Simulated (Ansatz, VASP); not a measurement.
One calculation of Zr2BiN2, two programs

The input INCAR:

```
  PREC = Accurate
  ENCUT = 600
  EDIFF = 1E-6
  ISMEAR = 0
  SIGMA = 0.1
  LREAL = F
  LASPH = T
  NELM = 200
  ALGO = Normal
  ISIF = 2
  LWAVE = F
  LCHARG = T
  ISPIN = 2
  MAGMOM = 1 1 0 0 0
  LORBIT = 11
  LMAXMIX = 4
  GGA = PE
  LELF = T
  LVHAR = T
  NBANDS = 36
  GGA_COMPAT = F
```

KPOINTS

```
regular mesh
0
Gamma
  4 4 4
```

POSCAR

```
Zr2BiN2
1.0
    4.4039022782      0.0000000000      0.0000000000
    0.0000000000      4.4039022782      0.0000000000
    0.0000000000      0.0000000000      4.5274626539
Zr Bi N
2 1 2
Direct
    0.5000000000      0.0000000000      0.5000000000
    0.0000000000      0.5000000000      0.5000000000
    0.0000000000      0.0000000000      0.0000000000
    0.5000000000      0.5000000000      0.6569760399
    0.5000000000      0.5000000000      0.3430239601
```

Input for Ansatz:

```yaml
crystal:
  lattice:
    - [4.4039022782, 0.0, 0.0]
    - [0.0, 4.4039022782, 0.0]
    - [0.0, 0.0, 4.5274626539]
  atoms:
    - { symbol: Zr, position: [0.5, 0.0, 0.5], spin: 1.0 }
    - { symbol: Zr, position: [0.0, 0.5, 0.5], spin: 1.0 }
    - { symbol: Bi, position: [0.0, 0.0, 0.0] }
    - { symbol: "N", position: [0.5, 0.5, 0.6569760399] }
    - { symbol: "N", position: [0.5, 0.5, 0.3430239601] }
basis:
  ecutwfc: 420
kpoints:
  mp_grid: { grid: [4, 4, 4] }
hamiltonian:
  xc: pbe
scf:
  occupations: { method: gaussian, width: 0.1 }
  lower_state_search: "off"
output:
  forces: true
  stress: true
  eigenvalues: true
  populations: true
magnetization:
  spin_polarized: true
```

Change from the starting cell: species swapped into the CeMg2Si2 type (P4/mmm, No. 123).

Alike in both runs: task single point; functional PBE; k mesh 4 × 4 × 4; occupations gaussian, width 0.1 eV; collinear spin.

|  | VASP | Ansatz |
| --- | --- | --- |
| version | VASP 6.6.1 | Ansatz 0.2.0 |
| potentials or method | VASP PAW PBE potentials, release 64 (Zr_sv, Bi_d, N), cutoff 600 eV | scalar-relativistic, plane waves, PAW |
| valence electrons in the cell | 49 | 49 |

Ansatz gave:

```
gap on the k mesh at the Fermi level (eV)                     : none
pressure (GPa)                                                : 0.1
traceless stress, the component that is largest in VASP (GPa) : -0.31
rms of the force components (eV/Å)                            : 0.006
net moment per atom (μB)                                      : 0.00
```

What did VASP give for the same quantities?

gap on the k mesh at the Fermi level (eV): none; pressure (GPa): 0.3; traceless stress, the component that is largest in VASP (GPa): -0.20; rms of the force components (eV/Å): 0.063; net moment per atom (μB): 0.00.

Atom by atom the forces differ by 0.057 eV/Å (rms over components). A gap of «none» marks a metal or a gap that the smearing closes. The functional is the same, so the differences come from potentials, cutoffs and numerics. Ansatz's warnings: seeded moment not kept.

Spin-orbit coupling is off throughout.
